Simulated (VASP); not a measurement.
Write the native input for VASP 6.6.1 that does the following.

| Item | Value |
| --- | --- |
| Task | single point |
| Functional | PBE |
| Potentials or basis | VASP PAW PBE potentials, release 64 (Si, C) |
| Cutoff | 520 eV |
| k mesh | 10 × 10 × 10 |
| Occupations | gaussian, width 0.05 eV |
| Spin | no spin polarisation |
| Dipole correction | no |
| Further INCAR settings | ALGO = Normal; EDIFF = 1e-06; NBANDS = 11 |

The structure of SiC lies in POSCAR:

```
SiC
1.0
    0.0000000000      2.0803708902      2.0803708902
    2.0803708902      0.0000000000      2.0803708902
    2.0803708902      2.0803708902      0.0000000000
Si C
1 1
Direct
    0.0000000000      0.0000000000      0.0000000000
    0.7500000000      0.7500000000      0.7500000000
```

This cell differs from its parent crystal: strain -0.050 along x and y, -0.050 along z.

The input as run:

INCAR

```
PREC = Accurate
ENCUT = 520
EDIFF = 1E-6
ISMEAR = 0
SIGMA = 0.05
LREAL = F
LASPH = T
NELM = 80
ALGO = Normal
ISIF = 2
LWAVE = F
LCHARG = T
GGA = PE
LELF = T
LVHAR = T
NBANDS = 11
```

KPOINTS

```
Automatic mesh
0
Gamma
  10 10 10
```

Potentials or basis: VASP PAW PBE potentials, release 64 (Si, C).

Command:

```bash
$ cat potpaw_PBE.64/Si/POTCAR potpaw_PBE.64/C/POTCAR > POTCAR
$ mpirun -np 1 vasp_std > vasp.out
```

It gave:

```json
{
  "Pressure": "43.9 GPa",
  "Band gap on the k mesh": "1.21 eV, indirect (least direct gap 4.66 eV)"
}
```

Caveat: the cell differs from its parent crystal (strain -0.050 along x and y, -0.050 along z).

It took 6 s on 1 thread of Intel(R) Xeon(R) Platinum 8488C (Sapphire Rapids) (shared host), peak memory 0.13 GiB.
